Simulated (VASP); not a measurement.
# Ni (Cmcm) in VASP: further runs

The runs below take Ni through single point, with PBE.

All numbers are computed with VASP 6.6.1; they aren't measurements. Logs are shortened: lines on timing, memory, paths and dates and some standing lists are left out, and cuts for length are marked.

## Step 1: The cell of the first run

The structure is orthorhombic, space group Cmcm (No. 63). The conventional cell has a = 3.960 Å, b = 2.800 Å, c = 3.960 Å, α = 90.00°, β = 90.00°, γ = 90.00°. Within 2.9 Å of Ni (site symmetry m2m) lie 14 Ni at 2.22 to 2.83 Å.

## Step 2: Single point, PBE, collinear spin, ferromagnetic start (atoms displaced along a vibrational mode)

Input file INCAR:

```
PREC     = Accurate       # precision mode
ENCUT    = 520            # plane-wave cutoff, eV
EDIFF    = 1E-7           # SCF threshold, eV
ISMEAR   = 0              # smearing method
SIGMA    = 0.15           # smearing width, eV
LREAL    = F              # projectors in reciprocal space
LASPH    = T              # aspherical terms in the spheres
NELM     = 150            # most SCF steps
ALGO     = Normal         # electronic algorithm
ISIF     = 2              # what is computed and relaxed
LWAVE    = F              # write WAVECAR
LCHARG   = F              # write CHGCAR
ISPIN    = 2              # spin polarisation
MAGMOM   = 0.64 0.64      # initial moments
LORBIT   = 11             # projections on sites
LMAXMIX  = 4              # l up to which the mixer works
GGA      = PE             # functional
NBANDS   = 21             # bands
```

Input file KPOINTS:

```
Automatic mesh
0
Gamma
  20 20 12
```

Input file POSCAR:

```
Ni
1.0
   -1.4001489781      1.4001489781      1.4001489781
    1.4001489781     -1.4001489781      1.4001489781
    2.8002979563      2.8002979563      0.0000000000
Ni
2
Direct
   -0.0707067616     -0.0707067616      0.0000000000
    0.5707067616      0.5707067616      0.5000000000
```

Potentials or basis: VASP PAW PBE potentials, release 64 (Ni).

Run with:

```
$ cat potpaw_PBE.64/Ni/POTCAR > POTCAR
$ mpirun -np 1 vasp_std > vasp.out
```

OUTCAR:

```text
PREC = Accurate
   ENCUT = 520
   EDIFF = 1E-7
   ISMEAR = 0
   LREAL = F
   LASPH = T
   NELM = 150
   ISIF = 2
   ISPIN = 2
   LORBIT = 11
   GGA = PE

 ion  position               nearest neighbor table
   1  0.929  0.929  0.000-   2 2.22   2 2.22   2 2.67   2 2.67   2 2.83   2 2.83   2 2.83   2 2.83

   2  0.571  0.571  0.500-   1 2.22   1 2.22   1 2.67   1 2.67   1 2.83   1 2.83   1 2.83   1 2.83

  LATTYP: Found a base centered orthorhombic cell.
 ALAT       =     2.8002979562
 B/A-ratio  =     1.4142135624
 C/A-ratio  =     1.4142135624

  Lattice vectors:

 A1 = (  -1.4001489781,   1.4001489781,   1.4001489781)
 A2 = (   1.4001489781,  -1.4001489781,   1.4001489781)
 A3 = (   2.8002979563,   2.8002979563,   0.0000000000)

Analysis of symmetry for initial positions (statically):
=====================================================================
 Subroutine PRICEL returns:
 Original cell was already a primitive cell.

 Routine SETGRP: Setting up the symmetry group for a
 base centered orthorhombic supercell.

 Subroutine GETGRP returns: Found  8 space group operations
 (whereof  4 operations were pure point group operations)
 out of a pool of  8 trial point group operations.

The static configuration has the point symmetry C_2v.
 The point group associated with its full space group is D_2h.

Analysis of symmetry for dynamics (positions and initial velocities):
=====================================================================
 Subroutine PRICEL returns:
 Original cell was already a primitive cell.

 Routine SETGRP: Setting up the symmetry group for a
 base centered orthorhombic supercell.

 Subroutine GETGRP returns: Found  8 space group operations
 (whereof  4 operations were pure point group operations)
 out of a pool of  8 trial point group operations.

The dynamic configuration has the point symmetry C_2v.
 The point group associated with its full space group is D_2h.

Analysis of structural, dynamic, and magnetic symmetry:
=====================================================================
 Subroutine PRICEL returns:
 Original cell was already a primitive cell.

 Routine SETGRP: Setting up the symmetry group for a
 base centered orthorhombic supercell.

 Subroutine GETGRP returns: Found  8 space group operations
 (whereof  4 operations were pure point group operations)
 out of a pool of  8 trial point group operations.

The overall configuration has the point symmetry C_2v.
 The point group associated with its full space group is D_2h.

 Subroutine INISYM returns: Found  8 space group operations
 (whereof  4 operations are pure point group operations),
 and found     1 'primitive' translations

----------------------------------------------------------------------------------------

                                     Primitive cell

  volume of cell :      21.9590

  direct lattice vectors                    reciprocal lattice vectors
    -1.400148978  1.400148978  1.400148978    -0.178552428  0.178552428  0.357104857
     1.400148978 -1.400148978  1.400148978     0.178552428 -0.178552428  0.357104857
     2.800297956  2.800297956  0.000000000     0.178552428  0.178552428  0.000000000

  length of vectors
     2.425129168  2.425129168  3.960219348     0.437362342  0.437362342  0.252511266

  position of ions in fractional coordinates (direct lattice)
     0.929293238  0.929293238  0.000000000
     0.570706762  0.570706762  0.500000000

  ion indices of the primitive-cell ions
   primitive index   ion index
                 1           1
                 2           2

----------------------------------------------------------------------------------------

 KPOINTS: Automatic mesh

Automatic generation of k-mesh.
 Grid dimensions read from file:
 generate k-points for:   20   20   12

 Generating k-lattice:

  Cartesian coordinates                     Fractional coordinates (reciprocal lattice)
    -0.008927621  0.008927621  0.017855243     0.050000000  0.000000000  0.000000000
     0.008927621 -0.008927621  0.017855243     0.000000000  0.050000000  0.000000000
     0.014879369  0.014879369  0.000000000     0.000000000  0.000000000  0.083333333

  Length of vectors
     0.021868117  0.021868117  0.021042605

  Shift w.r.t. Gamma in fractional coordinates (k-lattice)
     0.000000000  0.000000000  0.000000000

 Subroutine IBZKPT returns following result:
 ===========================================

 Found    777 irreducible k-points:

 Following reciprocal coordinates:
            Coordinates               Weight
  0.000000  0.000000  0.000000      1.000000
  0.050000  0.000000  0.000000      4.000000
  0.100000  0.000000  0.000000      4.000000
  0.150000  0.000000  0.000000      4.000000
  0.200000  0.000000  0.000000      4.000000
  0.250000  0.000000  0.000000      4.000000
[... 16 lines left out ...]
 -0.400000  0.050000  0.000000      4.000000
 -0.350000  0.050000  0.000000      4.000000
 [... further k-points ...]
   k-points           NKPTS =    777   k-points in BZ     NKDIM =    777   number of bands    NBANDS=     21
   number of dos      NEDOS =    301   number of ions     NIONS =      2
   total plane-waves  NPLWV =   9720
   dimension x,y,z NGX =    18 NGY =   18 NGZ =   30
   dimension x,y,z NGXF=    36 NGYF=   36 NGZF=   60
   ions per type =               2
   NGX,Y,Z   is equivalent  to a cutoff of  12.34, 12.34, 12.59 a.u.
   NGXF,Y,Z  is equivalent  to a cutoff of  24.68, 24.68, 25.19 a.u.
 SYSTEM =  unknown system
   PREC   = accura    normal or accurate (medium, high low for compatibility)
   ISTART =      0    job   : 0-new  1-cont  2-samecut
   ICHARG =      2    charge: 1-file 2-atom 10-const
   ISPIN  =      2    spin polarized calculation?
   LNONCOLLINEAR =      F non collinear calculations
   LSORBIT =      F    spin-orbit coupling
   LASPH  =      T    aspherical Exc in radial PAW
   ENCUT  =  520.0 eV  38.22 Ry    6.18 a.u.   4.51  4.51  7.36*2*pi/ulx,y,z
   NELM   =    150;   NELMIN=  2; NELMDL= -5     # of ELM steps
   EDIFF  = 0.1E-06   stopping-criterion for ELM
   LREAL  =      F    real-space projection
   EDIFFG = 0.1E-05   stopping-criterion for IOM
   NSW    =      0    number of steps for IOM
   IBRION =     -1    ionic relax: 0-MD 1-quasi-New 2-CG
   NFREE  =      0    steps in history (QN), initial steepest desc. (CG)
   ISIF   =      2    stress and relaxation
   ISYM   =      2    0-nonsym 1-usesym 2-fastsym
   POTIM  = 0.5000    time-step for ionic-motion
   TEBEG  =    0.0;   TEEND  =   0.0 temperature during run
   PSTRESS=    0.0 pullay stress
   NELECT =      20.0000    total number of electrons
   NUPDOWN=      -1.0000    fix difference up-down
   EMIN   =  10.00;   EMAX   =-10.00  energy-range for DOS
   EFERMI =   0.00;   METHOD = LEGACY
   ISMEAR =     0;   SIGMA  =   0.15  broadening in eV -4-tet -1-fermi 0-gaus
   EFERMI_NEDOS =   21; number of points for ismear=-14 and -15
   IALGO  =     38    algorithm
   IMIX   =      4    mixing-type and parameters
     AMIX     =   0.40;   BMIX     =  1.00
     AMIX_MAG =   1.60;   BMIX_MAG =  1.00
  volume/ion in A,a.u.               =      10.98        74.09
  Fermi-wavevector in a.u.,A,eV,Ry     =   1.586892  2.998790 34.262529  2.518225
  Thomas-Fermi vector in A             =   2.686133
   LORBIT       =     11    0 simple, 1 ext, 2 COOP (PROOUT), +10 PAW based schemes
   GGA     = PE    functional components
   LHFCALC =     F    Hartree Fock is set to
   AEXX    =    0.0000 exact exchange contribution
   IVDW    =     0    specifies the selected vdW correction
   LEPSILON=     F    determine dielectric tensor
   LRPA    =     F    only Hartree local field effects (RPA)
 spin polarized calculation
 Gauss-broadening in eV      SIGMA  =   0.15
  energy-cutoff  :      520.00
  volume of cell :       21.96
 maximum number of plane-waves:       617
   NGX =  9   NGY =  9   NGZ = 15

 number of electron      19.9999972 magnetization       1.1440874

 Free energy of the ion-electron system (eV)
  ---------------------------------------------------
  ext. energy  EPLUGINS =         0.00000000
  ---------------------------------------------------
  free energy    TOTEN  =       -10.47211288 eV

  energy without entropy =      -10.43562108  energy(sigma->0) =      -10.45386698

 E-fermi :   9.1925     XC(G=0): -13.1767

 val. band max:        9.1921642048   @ k =   0.2500   0.2000   0.3333
 cond. band min:       9.1929509485   @ k =  -0.3000   0.1000   0.3333
 fundamental gap:      0.0007867438
 Fermi energy:         9.1925484816

 spin component 1

 k-point     1 :       0.0000    0.0000    0.0000
  band No.  band energies     occupation
      1       0.3247      1.00000
      2       4.7011      1.00000
      3       6.1266      1.00000
      4       6.4906      1.00000
      5       6.7134      1.00000
      6       7.0645      1.00000
[... 13 lines left out ...]
     20      36.3604      0.00000
     21      39.2941      0.00000
[... 529 lines left out ...]
 k-point    24 :      -0.3500    0.0500    0.0000
  band No.  band energies     occupation
      1       3.3923      1.00000
      2       5.8400      1.00000
      3       5.8438      1.00000
      4       6.2169      1.00000
      5       6.2565      1.00000
      6       6.6629      1.00000
[... 13 lines left out ...]
     20      36.6259      0.00000
     21      38.1040      0.00000

 [... further k-points ...]

 spin component 2

 k-point     1 :       0.0000    0.0000    0.0000
  band No.  band energies     occupation
      1       0.3135      1.00000
      2       5.1366      1.00000
      3       6.7393      1.00000
      4       7.2228      1.00000
      5       7.3650      1.00000
      6       7.6965      1.00000
[... 13 lines left out ...]
     20      36.3156      0.00000
     21      39.2247      0.00000
[... 529 lines left out ...]
 k-point    24 :      -0.3500    0.0500    0.0000
  band No.  band energies     occupation
      1       3.4299      1.00000
      2       6.2243      1.00000
      3       6.4218      1.00000
      4       6.6877      1.00000
      5       6.8869      1.00000
      6       7.2099      1.00000
[... 13 lines left out ...]
     20      36.6174      0.00000
     21      38.0724      0.00000

 [... further k-points ...]

------------------------ aborting loop because EDIFF is reached ----------------------------------------

  FORCE on cell =-STRESS in cart. coord.  units (eV):
  Direction    XX          YY          ZZ          XY          YZ          ZX
  --------------------------------------------------------------------------------------
  -------------------------------------------------------------------------------------
  Total        1.3662018      1.3662018     -0.0175374      0.9369267     -0.0000000      0.0000000
  in kB       99.6810725     99.6810725     -1.2795674     68.3602225     -0.0000000      0.0000000
  external PRESSURE =      66.0275259 kB  Pullay stress =       0.0000000 kB

 VOLUME and BASIS-vectors are now :
 -----------------------------------------------------------------------------
  energy-cutoff  :      520.00
  volume of cell :       21.96
      direct lattice vectors                 reciprocal lattice vectors
    -1.400148978  1.400148978  1.400148978    -0.178552428  0.178552428  0.357104857
     1.400148978 -1.400148978  1.400148978     0.178552428 -0.178552428  0.357104857
     2.800297956  2.800297956  0.000000000     0.178552428  0.178552428  0.000000000

 POSITION                                       TOTAL-FORCE (eV/Angst)
 -----------------------------------------------------------------------------------
      0.00000      0.00000      2.60230         0.000000      0.000000      1.440586
      1.40015      1.40015      1.59815        -0.000000     -0.000000     -1.440586
 -----------------------------------------------------------------------------------
    total drift:                               -0.000000     -0.000000      0.000000

  FREE ENERGIE OF THE ION-ELECTRON SYSTEM (eV)
  ---------------------------------------------------
  free  energy   TOTEN  =       -10.4721128814 eV

  energy  without entropy=      -10.4356210782  energy(sigma->0) =      -10.45386698

 total charge

# of ion       s       p       d       tot
------------------------------------------
    1        0.502   0.490   8.349   9.341
    2        0.502   0.490   8.349   9.341
--------------------------------------------------
tot          1.004   0.980  16.697  18.682

 magnetization (x)

# of ion       s       p       d       tot
------------------------------------------
    1       -0.005  -0.017   0.600   0.578
    2       -0.005  -0.017   0.600   0.578
--------------------------------------------------
tot         -0.011  -0.034   1.201   1.156
```

Wall time 18 min (1 thread of AMD EPYC 9755, shared host); peak memory 0.5 GiB.

Results:

| Quantity | Value |
| --- | --- |
| Free energy | -10.4721 eV |
| Pressure | 6.6 GPa |
| Largest force | 1.441 eV/Å |
| Net moment | 1.14 μB per cell |
| Site moments | Ni +0.58 μB |
| Valence electrons inside the program's atomic spheres | Ni 9.34 |

Forces in eV/Å, atoms in the order of the input:
```
Ni   0.000  0.000  1.441
Ni   0.000  0.000 -1.441
```

Caveat: the cell differs from its parent crystal (atoms displaced along a vibrational mode); the cell stands under pressure; forces of over 1 eV/Å act on the atoms, so gaps and moduli don't describe the material at rest.

## Step 3: Single point, PBE, collinear spin, ferromagnetic start (atoms displaced along a vibrational mode)

Input file INCAR:

```
SYSTEM = Ni
PREC = Accurate ; ENCUT = 520
EDIFF = 1E-7 ; ISMEAR = 0
SIGMA = 0.15 ; LREAL = .False.
LASPH = .True. ; NELM = 150
ALGO = Fast ; ISIF = 2
LWAVE = .False. ; LCHARG = .False.
ISPIN = 2 ; MAGMOM = 0.64 0.64
LORBIT = 11 ; LMAXMIX = 4
GGA = PE ; NBANDS = 21
```

Input file KPOINTS:

```
Automatic mesh
0
Gamma
  20 20 12
  0 0 0
```

Input file POSCAR:

```
Ni
1.0
   -1.4001489781      1.4001489781      1.4001489781
    1.4001489781     -1.4001489781      1.4001489781
    2.8002979563      2.8002979563      0.0000000000
Ni
2
Direct
   -0.0235689205     -0.0235689205      0.0000000000
    0.5235689205      0.5235689205      0.5000000000
```

Potentials or basis: VASP PAW PBE potentials, release 64 (Ni).

Run with:

```
$ cat potpaw_PBE.64/Ni/POTCAR > POTCAR
$ mpirun -np 1 vasp_std > vasp.out
```

Run time: 21 min. Hardware: 1 thread of Oxide Virtual Turin-like, shared host; peak memory 0.51 GiB.

Results (log left out):

```yaml
Free_energy: -10.7363 eV
Pressure: 0.9 GPa
Largest_force: 0.506 eV/Å
Net_moment: 1.12 μB per cell
Site_moments: Ni +0.57 μB
Valence_electrons_inside_the_program's_atomic_spheres: Ni 9.30
```

Forces in eV/Å, atoms in the order of the input:
```
Ni   0.000  0.000  0.506
Ni   0.000  0.000 -0.506
```

Stress tensor (GPa, compression positive):
```
1.26 0.58 0.00
0.58 1.26 0.00
0.00 0.00 0.15
```

Levels at points of the mesh, in eV from the Fermi level:
Spin up:
```tsv
k point	band 6	band 7	band 8	band 9	band 10	band 11	band 12	band 13	band 14	band 15
(0.00, 0.00, 0.00)	-2.26	-0.97	-0.91	-0.86	-0.76	-0.12	0.29	6.40	19.10	20.01
(0.50, 0.00, 0.00)	-2.57	-1.11	-1.00	-0.74	-0.62	1.51	2.00	10.16	10.83	11.08
(0.50, 0.50, 0.00)	-0.72	-0.36	-0.29	-0.28	-0.08	0.29	6.40	9.72	9.72	9.84
(0.00, 0.00, 0.50)	-2.45	-1.24	-1.24	-1.07	-1.07	-0.81	-0.81	15.58	15.58	21.86
(0.50, 0.00, 0.50)	-0.96	-0.77	-0.77	-0.16	-0.16	0.40	0.40	6.37	6.37	19.05
(0.50, 0.50, 0.50)	-2.10	-1.24	-1.24	-0.18	-0.18	4.78	4.78	7.14	7.14	13.33
```
Spin down:
| k point | band 6 | band 7 | band 8 | band 9 | band 10 | band 11 | band 12 | band 13 | band 14 | band 15 |
| --- | --- | --- | --- | --- | --- | --- | --- | --- | --- | --- |
| (0.00, 0.00, 0.00) | -1.59 | -0.41 | -0.40 | -0.37 | -0.27 | 0.25 | 0.65 | 6.76 | 19.03 | 20.12 |
| (0.50, 0.00, 0.00) | -2.08 | -0.54 | -0.45 | -0.19 | -0.05 | 1.99 | 2.45 | 10.31 | 10.97 | 11.26 |
| (0.50, 0.50, 0.00) | -0.23 | 0.25 | 0.39 | 0.48 | 0.49 | 0.70 | 6.75 | 9.75 | 9.75 | 9.87 |
| (0.00, 0.00, 0.50) | -1.88 | -0.60 | -0.60 | -0.46 | -0.46 | -0.33 | -0.33 | 15.70 | 15.70 | 21.80 |
| (0.50, 0.00, 0.50) | -0.41 | -0.27 | -0.27 | 0.23 | 0.23 | 0.79 | 0.79 | 6.71 | 6.71 | 18.99 |
| (0.50, 0.50, 0.50) | -1.46 | -0.59 | -0.59 | 0.59 | 0.59 | 4.91 | 4.91 | 7.38 | 7.38 | 13.43 |

Caveat: the cell differs from its parent crystal (atoms displaced along a vibrational mode).
